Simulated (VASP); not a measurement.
Set up this calculation in VASP 6.6.1, as the native input.

- Task: single point
- Functional: PBE
- Potentials or basis: VASP PAW PBE potentials, release 64 (Cl, Br, Rb_sv)
- Cutoff: 520 eV
- k mesh: 6 × 6 × 6
- Occupations: gaussian, width 0.01 eV
- Spin: no spin polarisation
- Dipole correction: no
- Further INCAR settings: ALGO = Normal; EDIFF = 1e-06; NBANDS = 24

The structure of Rb2BrCl lies in POSCAR:

```
Rb2BrCl
1.0
    2.4226701726      1.3987292763      7.9299543899
   -2.4226701726      1.3987292763      7.9299543899
    0.0000000000     -2.7974585526      7.9299543899
Cl Br Rb
1 1 2
Direct
    1.0000000000      0.0000000000      0.0000000000
    0.5000000000      0.5000000000      0.5000000000
    0.2537624444      0.2537624444      0.2537624444
    0.7462375556      0.7462375556      0.7462375556
```

These files were run (other wordings do the same):

INCAR

```
PREC = Accurate
ENCUT = 520
EDIFF = 1E-6
ISMEAR = 0
SIGMA = 0.01
LREAL = False
LASPH = True
NELM = 60
ALGO = Normal
ISIF = 2
LWAVE = False
LCHARG = False
GGA = PE
NBANDS = 24
```

KPOINTS

```
regular mesh
0
Gamma
  6 6 6
```

Potentials or basis: VASP PAW PBE potentials, release 64 (Cl, Br, Rb_sv).

The run is started by

```sh
$ cat potpaw_PBE.64/Cl/POTCAR potpaw_PBE.64/Br/POTCAR potpaw_PBE.64/Rb_sv/POTCAR > POTCAR
$ mpirun -np 1 vasp_std > vasp.out
```

Results of the run:

```yaml
Pressure: 0.0 GPa
Band_gap_on_the_k_mesh: 4.34 eV
```

It took 3.6 min on 1 thread of Oxide Virtual Turin-like Processor, on a shared host, peak memory 0.58 GiB.
